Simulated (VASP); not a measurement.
# Mg4Ti3N4 (P-43m) in VASP: relaxation of cell and atoms with PBE

Aim: the relaxation of cell and atoms of Mg4Ti3N4 with PBE.

Everything below comes from runs of VASP 6.6.1. Logs are shortened: lines on timing, memory, paths and dates and some standing lists are left out, and cuts for length are marked.

## (1) The cell of the first run

Symmetry: P-43m, No. 215, cubic system. Conventional cell: a = 5.121 Å, b = 5.121 Å, c = 5.121 Å, α = 90.00°, β = 90.00°, γ = 90.00°. Mg (site symmetry 3m) has 3 Ti at 2.37 Å and 6 N at 2.39 to 2.77 Å and 3 Mg at 3.02 Å within 3.1 Å. Ti (site symmetry -42m) has 4 N at 2.21 Å and 4 Mg at 2.37 Å within 2.9 Å. N (site symmetry 3m) has 3 Ti at 2.21 Å and 6 Mg at 2.39 to 2.77 Å within 2.9 Å.

The cell was generated, and may not be a known phase.

## (2) Relaxation of cell and atoms, PBE, collinear spin

INCAR

```
SYSTEM = Mg4Ti3N4
PREC = Accurate ; ENCUT = 600
EDIFF = 1E-6 ; ISMEAR = 0
SIGMA = 0.1 ; LREAL = .FALSE.
LASPH = .TRUE. ; NELM = 150
ALGO = Fast ; ISIF = 3
LWAVE = .FALSE. ; LCHARG = .FALSE.
ISPIN = 2 ; MAGMOM = 0 0 0 0 -1 1 1 0 0 0 0
LORBIT = 11 ; LMAXMIX = 4
GGA = PE ; IBRION = 2
NSW = 90 ; EDIFFG = -0.04
```

KPOINTS

```
regular mesh
0
G
  4 4 4
  0 0 0
```

POSCAR

```
Mg4Ti3N4
1.0
    5.1209972500      0.0000000000      0.0000000000
    0.0000000000      5.1209972500      0.0000000000
    0.0000000000      0.0000000000      5.1209972500
Mg Ti N
4 3 4
Direct
    0.2917000000      0.2917000000      0.2917000000
    0.2917000000      0.7083000000      0.7083000000
    0.7083000000      0.2917000000      0.7083000000
    0.7083000000      0.7083000000      0.2917000000
    0.0000000000      0.0000000000      0.5000000000
    0.5000000000      0.0000000000      0.0000000000
    0.0000000000      0.5000000000      0.0000000000
    0.2456870000      0.2456870000      0.7543130000
    0.7543130000      0.7543130000      0.7543130000
    0.2456870000      0.7543130000      0.2456870000
    0.7543130000      0.2456870000      0.2456870000
```

Potentials or basis: VASP PAW PBE potentials, release 64 (Mg, Ti_sv, N).

On the command line:

```console
$ cat potpaw_PBE.64/Mg/POTCAR potpaw_PBE.64/Ti_sv/POTCAR potpaw_PBE.64/N/POTCAR > POTCAR
$ mpirun -np 1 vasp_std > vasp.out
```

OUTCAR:

```text
SYSTEM = Mg4Ti3N4
   PREC = Accurate
   ENCUT = 600
   EDIFF = 1E-6
   ISMEAR = 0
   LREAL = .FALSE.
   LASPH = .TRUE.
   NELM = 150
   ISIF = 3
   ISPIN = 2
   LORBIT = 11
   GGA = PE
   IBRION = 2
   NSW = 90
   EDIFFG = -0.04

 ion  position               nearest neighbor table
   1  0.292  0.292  0.292-   5 2.37   6 2.37   7 2.37   8 2.39  10 2.39  11 2.39   2 3.02   3 3.02
                             4 3.02
   2  0.292  0.708  0.708-   5 2.37   6 2.37   7 2.37   8 2.39   9 2.39  10 2.39   1 3.02   3 3.02
                             4 3.02
   3  0.708  0.292  0.708-   5 2.37   6 2.37   7 2.37   8 2.39   9 2.39  11 2.39   1 3.02   2 3.02
                             4 3.02
   4  0.708  0.708  0.292-   5 2.37   6 2.37   7 2.37   9 2.39  10 2.39  11 2.39   1 3.02   2 3.02
                             3 3.02
   5  0.000  0.000  0.500-   8 2.21   9 2.21  10 2.21  11 2.21   1 2.37   2 2.37   3 2.37   4 2.37

   6  0.500  0.000  0.000-   8 2.21   9 2.21  10 2.21  11 2.21   1 2.37   2 2.37   3 2.37   4 2.37

   7  0.000  0.500  0.000-   8 2.21   9 2.21  10 2.21  11 2.21   1 2.37   2 2.37   3 2.37   4 2.37

   8  0.246  0.246  0.754-   5 2.21   6 2.21   7 2.21   1 2.39   2 2.39   3 2.39
   9  0.754  0.754  0.754-   5 2.21   6 2.21   7 2.21   2 2.39   3 2.39   4 2.39
  10  0.246  0.754  0.246-   5 2.21   6 2.21   7 2.21   1 2.39   2 2.39   4 2.39
  11  0.754  0.246  0.246-   5 2.21   6 2.21   7 2.21   1 2.39   3 2.39   4 2.39

  LATTYP: Found a simple cubic cell.
 ALAT       =     5.1209972500

  Lattice vectors:

 A1 = (   5.1209972500,   0.0000000000,   0.0000000000)
 A2 = (   0.0000000000,   5.1209972500,   0.0000000000)
 A3 = (   0.0000000000,   0.0000000000,   5.1209972500)

Analysis of symmetry for initial positions (statically):
=====================================================================
 Subroutine PRICEL returns:
 Original cell was already a primitive cell.

 Routine SETGRP: Setting up the symmetry group for a
 simple cubic supercell.

 Subroutine GETGRP returns: Found 24 space group operations
 (whereof 24 operations were pure point group operations)
 out of a pool of 48 trial point group operations.

The static configuration has the point symmetry T_d .

Analysis of symmetry for dynamics (positions and initial velocities):
=====================================================================
 Subroutine PRICEL returns:
 Original cell was already a primitive cell.

 Routine SETGRP: Setting up the symmetry group for a
 simple cubic supercell.

 Subroutine GETGRP returns: Found 24 space group operations
 (whereof 24 operations were pure point group operations)
 out of a pool of 48 trial point group operations.

The dynamic configuration has the point symmetry T_d .

Analysis of structural, dynamic, and magnetic symmetry:
=====================================================================
 Subroutine PRICEL returns:
 Original cell was already a primitive cell.

 Routine SETGRP: Setting up the symmetry group for a
 simple cubic supercell.

 Subroutine GETGRP returns: Found  8 space group operations
 (whereof  8 operations were pure point group operations)
 out of a pool of 48 trial point group operations.

The overall configuration has the point symmetry D_2d.

 Subroutine INISYM returns: Found  8 space group operations
 (whereof  8 operations are pure point group operations),
 and found     1 'primitive' translations

----------------------------------------------------------------------------------------

                                     Primitive cell

  volume of cell :     134.2962

  direct lattice vectors                    reciprocal lattice vectors
     5.120997250  0.000000000  0.000000000     0.195274465  0.000000000  0.000000000
     0.000000000  5.120997250  0.000000000     0.000000000  0.195274465  0.000000000
     0.000000000  0.000000000  5.120997250     0.000000000  0.000000000  0.195274465

  length of vectors
     5.120997250  5.120997250  5.120997250     0.195274465  0.195274465  0.195274465

  position of ions in fractional coordinates (direct lattice)
     0.291700000  0.291700000  0.291700000
     0.291700000  0.708300000  0.708300000
     0.708300000  0.291700000  0.708300000
     0.708300000  0.708300000  0.291700000
     0.000000000  0.000000000  0.500000000
     0.500000000  0.000000000  0.000000000
     0.000000000  0.500000000  0.000000000
     0.245687000  0.245687000  0.754313000
     0.754313000  0.754313000  0.754313000
     0.245687000  0.754313000  0.245687000
     0.754313000  0.245687000  0.245687000

  ion indices of the primitive-cell ions
   primitive index   ion index
                 1           1
                 2           2
                 3           3
                 4           4
                 5           5
                 6           6
                 7           7
                 8           8
                 9           9
                10          10
                11          11

----------------------------------------------------------------------------------------

 KPOINTS: regular mesh

Automatic generation of k-mesh.
 Grid dimensions read from file:
 generate k-points for:    4    4    4

 Generating k-lattice:

  Cartesian coordinates                     Fractional coordinates (reciprocal lattice)
     0.048818616  0.000000000  0.000000000     0.250000000  0.000000000  0.000000000
     0.000000000  0.048818616  0.000000000     0.000000000  0.250000000  0.000000000
     0.000000000  0.000000000  0.048818616     0.000000000  0.000000000  0.250000000

  Length of vectors
     0.048818616  0.048818616  0.048818616

  Shift w.r.t. Gamma in fractional coordinates (k-lattice)
     0.000000000  0.000000000  0.000000000

 Subroutine IBZKPT returns following result:
 ===========================================

 Found     18 irreducible k-points:

 Following reciprocal coordinates:
            Coordinates               Weight
  0.000000  0.000000  0.000000      1.000000
  0.250000  0.000000  0.000000      4.000000
  0.000000  0.000000  0.250000      2.000000
  0.500000  0.000000  0.000000      2.000000
  0.000000  0.000000  0.500000      1.000000
  0.250000  0.250000  0.000000      4.000000
[... 10 lines left out ...]
  0.250000  0.500000  0.500000      4.000000
  0.500000  0.500000  0.500000      1.000000
   k-points           NKPTS =     18   k-points in BZ     NKDIM =     18   number of bands    NBANDS=     39
   number of dos      NEDOS =    301   number of ions     NIONS =     11
   total plane-waves  NPLWV =  74088
   dimension x,y,z NGX =    42 NGY =   42 NGZ =   42
   dimension x,y,z NGXF=    84 NGYF=   84 NGZF=   84
   ions per type =               4   3   4
   NGX,Y,Z   is equivalent  to a cutoff of  13.63, 13.63, 13.63 a.u.
   NGXF,Y,Z  is equivalent  to a cutoff of  27.27, 27.27, 27.27 a.u.
 SYSTEM =  Mg4Ti3N4
   PREC   = accura    normal or accurate (medium, high low for compatibility)
   ISTART =      0    job   : 0-new  1-cont  2-samecut
   ICHARG =      2    charge: 1-file 2-atom 10-const
   ISPIN  =      2    spin polarized calculation?
   LNONCOLLINEAR =      F non collinear calculations
   LSORBIT =      F    spin-orbit coupling
   LASPH  =      T    aspherical Exc in radial PAW
   ENCUT  =  600.0 eV  44.10 Ry    6.64 a.u.  10.23 10.23 10.23*2*pi/ulx,y,z
   NELM   =    150;   NELMIN=  2; NELMDL= -5     # of ELM steps
   EDIFF  = 0.1E-05   stopping-criterion for ELM
   LREAL  =      F    real-space projection
   EDIFFG = -.4E-01   stopping-criterion for IOM
   NSW    =     90    number of steps for IOM
   IBRION =      2    ionic relax: 0-MD 1-quasi-New 2-CG
   NFREE  =      1    steps in history (QN), initial steepest desc. (CG)
   ISIF   =      3    stress and relaxation
   ISYM   =      2    0-nonsym 1-usesym 2-fastsym
   POTIM  = 0.5000    time-step for ionic-motion
   TEBEG  =    0.0;   TEEND  =   0.0 temperature during run
   PSTRESS=    0.0 pullay stress
   NELECT =      64.0000    total number of electrons
   NUPDOWN=      -1.0000    fix difference up-down
   EMIN   =  10.00;   EMAX   =-10.00  energy-range for DOS
   EFERMI =   0.00;   METHOD = LEGACY
   ISMEAR =     0;   SIGMA  =   0.10  broadening in eV -4-tet -1-fermi 0-gaus
   EFERMI_NEDOS =   21; number of points for ismear=-14 and -15
   IALGO  =     68    algorithm
   IMIX   =      4    mixing-type and parameters
     AMIX     =   0.40;   BMIX     =  1.00
     AMIX_MAG =   1.60;   BMIX_MAG =  1.00
  volume/ion in A,a.u.               =      12.21        82.39
  Fermi-wavevector in a.u.,A,eV,Ry     =   1.278734  2.416457 22.247718  1.635161
  Thomas-Fermi vector in A             =   2.411260
   LORBIT       =     11    0 simple, 1 ext, 2 COOP (PROOUT), +10 PAW based schemes
   GGA     = PE    functional components
   LHFCALC =     F    Hartree Fock is set to
   AEXX    =    0.0000 exact exchange contribution
   IVDW    =     0    specifies the selected vdW correction
   LEPSILON=     F    determine dielectric tensor
   LRPA    =     F    only Hartree local field effects (RPA)
 conjugate gradient relaxation of ions
 spin polarized calculation
 RMM-DIIS sequential band-by-band and
 Gauss-broadening in eV      SIGMA  =   0.10
  energy-cutoff  :      600.00
  volume of cell :      134.30
 maximum number of plane-waves:      4524
 NGX is ok and might be reduce to    42
   NGX = 21   NGY = 21   NGZ = 21

--------------------------------------- Ionic step        1  -------------------------------------------

 number of electron      64.0000015 magnetization      -0.0016132

 number of electron      64.0000015 magnetization       0.0038258

 Free energy of the ion-electron system (eV)
  ---------------------------------------------------
  ext. energy  EPLUGINS =         0.00000000
  ---------------------------------------------------
  free energy    TOTEN  =       -57.94968865 eV

  energy without entropy =      -57.90967757  energy(sigma->0) =      -57.92968311

------------------------ aborting loop because EDIFF is reached ----------------------------------------

  FORCE on cell =-STRESS in cart. coord.  units (eV):
  Direction    XX          YY          ZZ          XY          YZ          ZX
  --------------------------------------------------------------------------------------
  -------------------------------------------------------------------------------------
  Total        9.6050331      9.6050331      9.6190102      0.0000000      0.0000000     -0.0000000
  in kB      114.5897628    114.5897628    114.7565124      0.0000000      0.0000000     -0.0000000
  external PRESSURE =     114.6453460 kB  Pullay stress =       0.0000000 kB
[... 120 lines left out ...]
  FREE ENERGIE OF THE ION-ELECTRON SYSTEM (eV)
  ---------------------------------------------------
  free  energy   TOTEN  =       -61.0324195329 eV

  energy  without entropy=      -61.0024998762  energy(sigma->0) =      -61.01745970

[... ionic steps 4 to 8 ...]

--------------------------------------- Ionic step        9  -------------------------------------------

 number of electron      63.9999988 magnetization       0.0000867

------------------------ aborting loop because EDIFF is reached ----------------------------------------
[... 85 lines left out ...]
--------------------------------------- Ionic step       11  -------------------------------------------

 number of electron      63.9999991 magnetization       0.0000093

 Free energy of the ion-electron system (eV)
  ---------------------------------------------------
  ext. energy  EPLUGINS =         0.00000000
  ---------------------------------------------------
  free energy    TOTEN  =       -61.87400150 eV

  energy without entropy =      -61.83710072  energy(sigma->0) =      -61.85555111

 E-fermi :   6.4413     XC(G=0): -10.6499

 val. band max:        6.3747860571   @ k =   0.5000   0.5000   0.0000
 cond. band min:       6.4755714149   @ k =   0.2500   0.2500   0.2500
 fundamental gap:      0.1007853578
 Fermi energy:         6.4413444728

 spin component 1

 k-point     1 :       0.0000    0.0000    0.0000
  band No.  band energies     occupation
      1     -51.1768      1.00000
      2     -51.1717      1.00000
      3     -51.1712      1.00000
      4     -27.4815      1.00000
      5     -27.4815      1.00000
      6     -27.4814      1.00000
[... 745 lines left out ...]
     38       7.2975      0.00000
     39       7.6219      0.00000
 Fermi energy:         6.4413444728

 spin component 2

 k-point     1 :       0.0000    0.0000    0.0000
  band No.  band energies     occupation
      1     -51.1769      1.00000
      2     -51.1719      1.00000
      3     -51.1709      1.00000
      4     -27.4816      1.00000
      5     -27.4816      1.00000
      6     -27.4812      1.00000
[... 783 lines left out ...]
  FREE ENERGIE OF THE ION-ELECTRON SYSTEM (eV)
  ---------------------------------------------------
  free  energy   TOTEN  =       -61.8740014972 eV

  energy  without entropy=      -61.8371007198  energy(sigma->0) =      -61.85555111

 reached required accuracy - stopping structural energy minimisation

 total charge

# of ion       s       p       d       tot
------------------------------------------
    1        0.249   0.218   0.057   0.524
    2        0.249   0.218   0.057   0.524
    3        0.249   0.218   0.057   0.524
    4        0.249   0.218   0.057   0.524
    5        2.153   6.103   1.926  10.182
    6        2.153   6.103   1.925  10.181
    7        2.153   6.103   1.925  10.181
    8        1.242   2.348   0.000   3.590
    9        1.242   2.348   0.000   3.590
   10        1.242   2.348   0.000   3.590
   11        1.242   2.348   0.000   3.590
--------------------------------------------------
tot         12.423  28.572   6.006  47.001

 magnetization (x)

# of ion       s       p       d       tot
------------------------------------------
    1        0.000  -0.000  -0.000  -0.000
    2        0.000  -0.000  -0.000  -0.000
    3        0.000  -0.000  -0.000  -0.000
    4        0.000  -0.000  -0.000  -0.000
    5       -0.000  -0.000  -0.001  -0.001
    6        0.000   0.000   0.000   0.000
    7        0.000   0.000   0.000   0.000
    8       -0.000   0.000   0.000   0.000
    9       -0.000   0.000   0.000   0.000
   10       -0.000   0.000   0.000   0.000
   11       -0.000   0.000   0.000   0.000
--------------------------------------------------
tot          0.000   0.000   0.000   0.000
```

It took 2.6 h on 1 thread of Oxide Virtual Turin-like, shared host; peak memory 0.42 GiB.

What came out:

| Quantity | Value |
| --- | --- |
| Free energy | -61.8740 eV |
| Relaxed volume | 13.21 Å³/atom |
| Relaxed cell | a = 5.257 Å, b = 5.257 Å, c = 5.257 Å, α = 90.00°, β = 90.00°, γ = 90.00° |
| Space group after relaxing (to 0.1 Å) | P-43m (No. 215) |
| Energy gained by relaxing | 356.8 meV/atom |
| Ionic steps | 11 |
| Pressure after relaxing | -0.1 GPa |
| Largest force after relaxing | 0.023 eV/Å |
| Band gap on the k mesh | zero (filled and empty bands overlap) |
| Net moment | 0.00 μB per cell |
| Valence electrons inside the program's atomic spheres | Mg 0.52; Ti 10.18; N 3.59 |

Forces in eV/Å, atoms in the order of the input:
```
Mg  -0.011 -0.011 -0.010
Mg  -0.011  0.011  0.010
Mg   0.011 -0.011  0.010
Mg   0.011  0.011 -0.010
Ti   0.000  0.000  0.000
Ti   0.000  0.000  0.000
Ti   0.000  0.000  0.000
N    0.013  0.013 -0.013
N   -0.013 -0.013 -0.013
N    0.013 -0.013  0.013
N   -0.013  0.013  0.013
```

Step by step:
```
step  energy change (eV)  largest force (eV/Å)  pressure (GPa)  volume (Å³)
   1              0.0000                4.2137           11.46       134.30
   2             -2.9393                1.7030           -4.75       152.00
   3             -3.0827                1.0106           -7.23       156.53
   4             -3.6674                0.8473           -0.27       145.55
   5             -3.6681                0.8587           -0.56       145.89
   6             -3.8383                0.5094            1.17       143.48
   7             -3.8803                0.2535            2.36       141.71
   8             -3.9193                0.1916           -0.58       145.76
   9             -3.9197                0.1811           -0.31       145.37
  10             -3.9243                0.0412           -0.08       145.29
  11             -3.9243                0.0232           -0.12       145.30
```

Final structure:
```
Mg Ti N
1.0
     5.25725    0.00000    0.00000
     0.00000    5.25725    0.00000
     0.00000    0.00000    5.25716
Mg Ti N
4 3 4
Direct
  0.32671 0.32671 0.32671
  0.32671 0.67329 0.67329
  0.67329 0.32671 0.67329
  0.67329 0.67329 0.32671
  0.00000 0.00000 0.50000
  0.50000 0.00000 0.00000
  0.00000 0.50000 0.00000
  0.27152 0.27152 0.72848
  0.72848 0.72848 0.72848
  0.27152 0.72848 0.27152
  0.72848 0.27152 0.27152
```

The gap in the log of VASP goes by the Fermi energy; the results here count the filled bands.